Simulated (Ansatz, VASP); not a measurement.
**La in VASP and in Ansatz**

```xyz
1
Lattice="0.0000 2.6524 2.6524 2.6524 0.0000 2.6524 2.6524 2.6524 0.0000" Properties=species:S:1:pos:R:3 pbc="T T T"
La    0.0000    0.0000    0.0000
```

Alike in both runs: task single point; functional PBE; k mesh 10 × 10 × 10; occupations fermi-dirac, width 0.1 eV; non-collinear spin, spin-orbit coupling.

```csv
,VASP,Ansatz
version,VASP 6.6.1,Ansatz 0.2.0
potentials or method,"VASP PAW PBE potentials, release 64 (La), cutoff 520 eV","plane waves (420 eV) with PAW, fully relativistic with spin-orbit coupling"
valence electrons in the cell,11,11
```

```tsv
	VASP	Ansatz	Ansatz less VASP
net moment per atom (μB)	0.00	0.00	0.000
```

With one functional, cell and mesh, what is left measures potentials, basis and numerics.
